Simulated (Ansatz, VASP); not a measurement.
# One calculation of SnSe2, two programs

INCAR

```
PREC = Accurate
ENCUT = 520
EDIFF = 1E-6
ISMEAR = 0
SIGMA = 0.05
LREAL = False
LASPH = True
NELM = 100
ALGO = Normal
ISIF = 2
LWAVE = False
LCHARG = True
GGA = PS
LELF = True
LVHAR = True
NBANDS = 20
```

KPOINTS

```
regular mesh
0
Gamma
  12 12 6
```

Contents of POSCAR:

```
SnSe2
1.0
    3.8189235629      0.0000000000      0.0000000000
   -1.9094617815      3.3072848206      0.0000000000
    0.0000000000      0.0000000000      6.1455711062
Sn Se
1 2
Direct
    0.0000000000      0.0000000000      0.0000000000
    0.3394697569      0.6789395138      0.2628225167
    0.6728030902      0.3456061805      0.7466793035
```

Input for Ansatz:

```yaml
crystal:
  lattice:
    - [3.8189235629, 0.0, 0.0]
    - [-1.9094617815, 3.3072848206, 0.0]
    - [0.0, 0.0, 6.1455711062]
  atoms:
    - { symbol: Sn, position: [0.0, 0.0, 0.0] }
    - { symbol: Se, position: [0.3394697569, 0.6789395138, 0.2628225167] }
    - { symbol: Se, position: [0.6728030902, 0.3456061805, 0.7466793035] }
basis:
  ecutwfc: 420
kpoints:
  mp_grid: { grid: [12, 12, 6] }
hamiltonian:
  xc: pbesol
scf:
  occupations: { method: gaussian, width: 0.05 }
output:
  forces: true
  stress: true
  eigenvalues: true
```

Change from the starting cell: all Se atoms moved -0.050 Å, as atom 2 towards its neighbour atom 1 (Sn) at 2.716 Å.

Alike in both runs: task single point; functional PBEsol; k mesh 12 × 12 × 6; occupations gaussian, width 0.05 eV; no spin polarisation.

|  | VASP | Ansatz |
| --- | --- | --- |
| version | VASP 6.6.1 | Ansatz 0.2.0 |
| potentials or method | VASP PAW PBE potentials, release 64 (Sn_d, Se), cutoff 520 eV | scalar-relativistic, plane waves, PAW |
| valence electrons in the cell | 26 | 46 |

VASP gave:

- gap on the k mesh at the Fermi level (eV): 0.47
- least direct gap on the mesh (eV): 0.96
- pressure (GPa): 0.2
- traceless stress, the component that is largest in VASP (GPa): 0.11
- rms of the force components (eV/Å): 0.199

Question: Estimate Ansatz's values.

Answer: gap on the k mesh at the Fermi level (eV): 0.48; least direct gap on the mesh (eV): 0.97; pressure (GPa): 0.1; traceless stress, the component that is largest in VASP (GPa): 0.11; rms of the force components (eV/Å): 0.197.

VASP's potentials were made for PBE, not for PBEsol. Atom by atom the forces differ by 0.009 eV/Å (rms over components). With one functional, cell and mesh, what is left measures potentials, basis and numerics. VASP's potentials hold 26 valence electrons a cell and Ansatz's 46, so a difference there can come from the potentials and not from the codes.
